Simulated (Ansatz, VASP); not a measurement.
One calculation of Be7Te, two programs

```xyz
8
Lattice="3.8157 0.0000 0.0000 -0.0478 4.3289 0.0000 -0.7657 -1.2951 5.7279" Properties=species:S:1:pos:R:3 pbc="T T T"
Be    1.5989    0.6053    0.2025
Be    0.8796    2.6638    3.8908
Be    0.8772    1.5624    2.0999
Be    0.8455    3.7861    2.0670
Be    1.3365    0.4043    4.0573
Be    2.7382    0.5329    2.2057
Be    2.7278    2.7102    2.4945
Te   -0.5683    1.4046    5.4419
```

Alike in both runs: task relaxation of cell and atoms; functional PBE; k mesh 8 × 8 × 6; occupations gaussian, width 0.1 eV; no spin polarisation.

```csv
,VASP,Ansatz
version,VASP 6.6.1,Ansatz 0.2.0
potentials or method,"VASP PAW PBE potentials, release 64 (Be, Te), cutoff 600 eV","scalar-relativistic, plane waves, PAW"
valence electrons in the cell,20,30
```

Ansatz gave:

- gap on the k mesh at the Fermi level, each at its own relaxed structure (eV): none
- relaxed volume (Å³/atom): 11.79
- relaxed length of the cell vector where the two differ most in proportion (Å): 3.775

Task: What did VASP give for the same quantities?

Result: gap on the k mesh at the Fermi level, each at its own relaxed structure (eV): none; relaxed volume (Å³/atom): 11.82; relaxed length of the cell vector where the two differ most in proportion (Å): 3.779.

A gap of «none» marks a metal or a gap that the smearing closes. VASP's potentials hold 20 valence electrons a cell and Ansatz's 30, so a difference there can come from the potentials and not from the codes.

Spin-orbit coupling is off throughout.
